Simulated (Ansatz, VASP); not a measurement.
# CdGa2: VASP beside Ansatz

File POSCAR:

```
CdGa2
1.0
   -3.2998722414      3.2998722414      2.7468174723
    3.2998722414     -3.2998722414      2.7468174723
    3.2998722414      3.2998722414     -2.7468174723
Cd Ga
2 4
Direct
    0.2500000000      0.2500000000      0.0000000000
    0.7500000000      0.7500000000      0.0000000000
    0.6670000000      0.1670000000      0.8340000000
    0.1670000000      0.3330000000      0.5000000000
    0.3330000000      0.8330000000      0.1660000000
    0.8330000000      0.6670000000      0.5000000000
```

INCAR.step1

```
SYSTEM = CdGa2
PREC = Accurate
ENCUT = 520
ISMEAR = 0
SIGMA = 0.1
LREAL = .False.
LASPH = .True.
NELM = 80
NBANDS = 47
GGA = PE
ALGO = Normal
EDIFF = 1E-4
LWAVE = .True.
LCHARG = .False.
```

INCAR.step2

```
SYSTEM = CdGa2
PREC = Accurate
ENCUT = 520
EDIFF = 1E-6
ISMEAR = 0
SIGMA = 0.1
LREAL = .False.
LASPH = .True.
NELM = 80
ALGO = Normal
ISIF = 2
LWAVE = .False.
LCHARG = .False.
METAGGA = R2SCAN
LMIXTAU = .True.
NBANDS = 47
ISTART = 1
```

File KPOINTS:

```
regular mesh
0
Gamma
  4 4 4
  0 0 0
```

Input for Ansatz:

```yaml
crystal:
  lattice:
    - [-3.2998722414, 3.2998722414, 2.7468174723]
    - [3.2998722414, -3.2998722414, 2.7468174723]
    - [3.2998722414, 3.2998722414, -2.7468174723]
  atoms:
    - { symbol: Cd, position: [0.25, 0.25, 0.0] }
    - { symbol: Cd, position: [0.75, 0.75, 0.0] }
    - { symbol: Ga, position: [0.667, 0.167, 0.834] }
    - { symbol: Ga, position: [0.167, 0.333, 0.5] }
    - { symbol: Ga, position: [0.333, 0.833, 0.166] }
    - { symbol: Ga, position: [0.833, 0.667, 0.5] }
basis:
  ecutwfc: 500
kpoints:
  mp_grid: { grid: [4, 4, 4] }
hamiltonian:
  xc: r2scan
scf:
  occupations: { method: gaussian, width: 0.1 }
  lower_state_search: "off"
output:
  forces: true
  stress: true
  eigenvalues: true
```

Alike in both runs: task single point; functional r2SCAN; k mesh 4 × 4 × 4; occupations gaussian, width 0.1 eV; no spin polarisation.

|  | VASP | Ansatz |
| --- | --- | --- |
| version | VASP 6.6.1 | Ansatz 0.2.0 |
| potentials or method | VASP PAW PBE potentials, release 64 (Cd, Ga_d), cutoff 520 eV | scalar-relativistic, plane waves, PAW |
| valence electrons in the cell | 76 | 92 |

|  | VASP | Ansatz | Ansatz less VASP |
| --- | --- | --- | --- |
| gap on the k mesh at the Fermi level (eV) | none | none | - |
| pressure (GPa) | 4.6 | 4.3 | -0.31 |
| traceless stress, the component that is largest in VASP (GPa) | 2.63 | 2.49 | -0.139 |
| rms of the force components (eV/Å) | 0.308 | 0.309 | +0.0007 |

VASP's potentials were made for PBE, not for r2SCAN. Atom by atom the forces differ by 0.001 eV/Å (rms over components). A gap of «none» marks a metal or a gap that the smearing closes. With one functional, cell and mesh, what is left measures potentials, basis and numerics. VASP's potentials hold 76 valence electrons a cell and Ansatz's 92, so a difference there can come from the potentials and not from the codes.

The k mesh is coarse, so the values compare programs but aren't converged.
